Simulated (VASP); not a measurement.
Y2Sn2O, 5 atoms in the cell. Symmetry: P4/mmm, No. 123, tetragonal system. The conventional cell has a = 5.457 Å, b = 5.457 Å, c = 5.508 Å, α = 90.00°, β = 90.00°, γ = 90.00°. Y (site symmetry mmm) has 4 Sn at 3.08 Å and 4 Y at 3.86 Å and 4 O at 3.88 Å within 4.1 Å. Sn (site symmetry 4mm) has 2 Sn at 2.66 to 2.85 Å and 4 Y at 3.08 Å within 3.5 Å. Within 5.1 Å of O (site symmetry 4/mmm) lie 8 Y at 3.88 Å and 8 Sn at 4.08 Å. The cell was built from a structure type or drawn by symmetry, and may not be a known phase.

* Program: VASP 6.6.1
* Task: single point
* Functional: PBE
* Potentials or basis: VASP PAW PBE potentials, release 64 (Y_sv, Sn_d, O)
* Cutoff: 520 eV
* k mesh: 4 × 4 × 4
* Occupations: gaussian, width 0.1 eV
* Spin: no spin polarisation
* Dipole correction: no
* Further INCAR settings: ALGO = Normal; EDIFF = 1e-06; NBANDS = 36

Potentials or basis: VASP PAW PBE potentials, release 64 (Y_sv, Sn_d, O).

Launch:

```console
$ cat potpaw_PBE.64/Y_sv/POTCAR potpaw_PBE.64/Sn_d/POTCAR potpaw_PBE.64/O/POTCAR > POTCAR
$ mpirun -np 1 vasp_std > vasp.out
```

Hardware: 1 thread of Intel(R) Xeon(R) Platinum 8488C (Sapphire Rapids), on a shared host.

Q: How long does it take, and how much memory?

A: Wall time 2.2 min on 1 thread of Intel(R) Xeon(R) Platinum 8488C (Sapphire Rapids), on a shared host, peak memory 0.32 GiB. Counts: scf iterations 19, k points 18.
